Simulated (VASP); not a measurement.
Write the native input for VASP 6.6.1 that does the following.

```yaml
Task: single point
Functional: PBE
Potentials_or_basis: VASP PAW PBE potentials, release 64 (Li_sv, Nb_sv, O)
Cutoff: 520 eV
k_mesh: 3 × 3 × 3
Occupations: gaussian, width 0.05 eV
Spin: no spin polarisation
Dipole_correction: no
Further_INCAR_settings: LREAL = Auto; ALGO = Normal; EDIFF = 1e-06; NBANDS = 162
```

The structure of LiNbO3 lies in POSCAR:

```
LiNbO3
1.0
   -5.1516000000     -2.9742780000      4.6230000000
    5.1516000000     -2.9742780000      4.6230000000
    0.0000000000      5.9485550000      4.6230000000
Li Nb O
8 8 24
Direct
    0.2815000000      0.2815000000      0.2815000000
    0.7815000000      0.7815000000      0.2815000000
    0.7815000000      0.2815000000      0.7815000000
    0.2815000000      0.7815000000      0.7815000000
    0.7815000000      0.2815000000      0.2815000000
    0.2815000000      0.7815000000      0.2815000000
    0.2815000000      0.2815000000      0.7815000000
    0.7815000000      0.7815000000      0.7815000000
    0.0000550000      0.0000550000      0.0000550000
    0.5000550000      0.5000550000      0.0000550000
    0.5000550000      0.0000550000      0.5000550000
    0.0000550000      0.5000550000      0.5000550000
    0.5000550000      0.0000550000      0.0000550000
    0.0000550000      0.5000550000      0.0000550000
    0.0000550000      0.0000550000      0.5000550000
    0.5000550000      0.5000550000      0.5000550000
    0.5389750000      0.4159500000      0.2353350000
    0.0389750000      0.9159500000      0.2353350000
    0.0389750000      0.4159500000      0.7353350000
    0.5389750000      0.9159500000      0.7353350000
    0.7353350000      0.0389750000      0.4159500000
    0.2353350000      0.5389750000      0.4159500000
    0.2353350000      0.0389750000      0.9159500000
    0.7353350000      0.5389750000      0.9159500000
    0.9159500000      0.2353350000      0.0389750000
    0.4159500000      0.7353350000      0.0389750000
    0.4159500000      0.2353350000      0.5389750000
    0.9159500000      0.7353350000      0.5389750000
    0.2353350000      0.4159500000      0.0389750000
    0.7353350000      0.9159500000      0.0389750000
    0.7353350000      0.4159500000      0.5389750000
    0.2353350000      0.9159500000      0.5389750000
    0.4159500000      0.0389750000      0.2353350000
    0.9159500000      0.5389750000      0.2353350000
    0.9159500000      0.0389750000      0.7353350000
    0.4159500000      0.5389750000      0.7353350000
    0.0389750000      0.2353350000      0.4159500000
    0.5389750000      0.7353350000      0.4159500000
    0.5389750000      0.2353350000      0.9159500000
    0.0389750000      0.7353350000      0.9159500000
```

The input as run:

INCAR

```
  PREC = Accurate
  ENCUT = 520
  EDIFF = 1E-6
  ISMEAR = 0
  SIGMA = 0.05
  LREAL = Auto
  LASPH = T
  NELM = 60
  ALGO = Normal
  ISIF = 2
  LWAVE = F
  LCHARG = F
  GGA = PE
  NBANDS = 162
  LUSENCCL = F
```

KPOINTS

```
regular mesh
0
Gamma
  3 3 3
```

Potentials or basis: VASP PAW PBE potentials, release 64 (Li_sv, Nb_sv, O).

Launch:

```console
$ cat potpaw_PBE.64/Li_sv/POTCAR potpaw_PBE.64/Nb_sv/POTCAR potpaw_PBE.64/O/POTCAR > POTCAR
$ mpirun -np 1 vasp_std > vasp.out
```

Results of the run:

* Largest force: 0.195 eV/Å
* Band gap on the k mesh: 3.60 eV

Run time: 2.8 min on 1 × NVIDIA H100 80GB with 1 thread of AMD EPYC 7R13 Processor (Zen 3), on a shared host, peak memory 1.6 GiB.
